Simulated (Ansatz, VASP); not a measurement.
Two plane-wave programs on AgBr

```xyz
4
Lattice="4.0921 0.0000 0.0415 0.0000 4.0919 0.0000 -0.0577 0.0000 5.7835" Properties=species:S:1:pos:R:3 pbc="T T T"
Ag    3.0257    3.0689    4.3686
Ag    1.0087    1.0230    1.4564
Br    0.9797    1.0230    4.3480
Br    3.0547    3.0689    1.4770
```

Alike in both runs: task single point; functional PBEsol; k mesh 4 × 4 × 4; occupations methfessel-paxton of order 1, width 0.2 eV; no spin polarisation.

|  | VASP | Ansatz |
| --- | --- | --- |
| version | VASP 6.6.1 | Ansatz 0.2.0 |
| potentials or method | VASP PAW PBE potentials, release 64 (Ag, Br) | plane waves |
| plane-wave cutoff (eV) | 500 | 420 |
| valence electrons in the cell | 36 | 52 |

```csv
,VASP,Ansatz,Ansatz less VASP
pressure (GPa),-2.6,-2.5,+0.03
"traceless stress, the component that is largest in VASP (GPa)",-0.20,-0.20,+0.001
```

VASP's potentials were made for PBE, not for PBEsol. The functional is the same, so the differences come from potentials, cutoffs and numerics. VASP's potentials hold 36 valence electrons a cell and Ansatz's 52, so a difference there can come from the potentials and not from the codes.
